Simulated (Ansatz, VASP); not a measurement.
Al in VASP and in Ansatz

Contents of INCAR:

```
PREC = Accurate
ENCUT = 600
EDIFF = 1E-6
ISMEAR = 0
SIGMA = 0.1
LREAL = F
LASPH = T
NELM = 100
ALGO = Fast
ISIF = 3
LWAVE = F
LCHARG = F
GGA = PE
IBRION = 2
NSW = 100
EDIFFG = -0.01
```

File KPOINTS:

```
regular mesh
0
Gamma
  26 26 26
```

POSCAR

```
Al
1.0
   -1.4163332777      1.4479866910      2.0146971312
    1.4163332777     -1.4479866910      2.0146971312
    1.4163332777      1.4479866910     -2.0146971312
Al
1
Direct
    0.5000000000      0.5000000000      0.0000000000
```

Input for Ansatz:

```yaml
crystal:
  lattice:
    - [-1.4163332777, 1.447986691, 2.0146971312]
    - [1.4163332777, -1.447986691, 2.0146971312]
    - [1.4163332777, 1.447986691, -2.0146971312]
  atoms:
    - { symbol: Al, position: [0.5, 0.5, 0.0] }
basis:
  ecutwfc: 420
kpoints:
  mp_grid: { grid: [26, 26, 26] }
hamiltonian:
  xc: pbe
scf:
  occupations: { method: gaussian, width: 0.1 }
output:
  forces: true
  stress: true
  eigenvalues: true
relax:
  adjacent_minimum: "off"
  f_tol: 0.01
  max_steps: 80
  cell: { stress_tol: 0.05 }
```

Change from the starting cell: the structure that the rattled cell fell into.

Alike in both runs: task relaxation of cell and atoms; functional PBE; k mesh 26 × 26 × 26; occupations gaussian, width 0.1 eV; no spin polarisation.

|  | VASP | Ansatz |
| --- | --- | --- |
| version | VASP 6.6.1 | Ansatz 0.2.0 |
| potentials or method | VASP PAW PBE potentials, release 64 (Al), cutoff 600 eV | scalar-relativistic, plane waves, PAW |
| valence electrons in the cell | 3 | 3 |

|  | VASP | Ansatz | Ansatz less VASP |
| --- | --- | --- | --- |
| gap on the k mesh at the Fermi level, each at its own relaxed structure (eV) | none | none | - |
| relaxed volume (Å³/atom) | 16.49 | 16.50 | +0.008 |
| relaxed length of the cell vector where the two differ most in proportion (Å) | 2.856 | 2.857 | +0.0012 |

A gap of «none» marks a metal or a gap that the smearing closes.
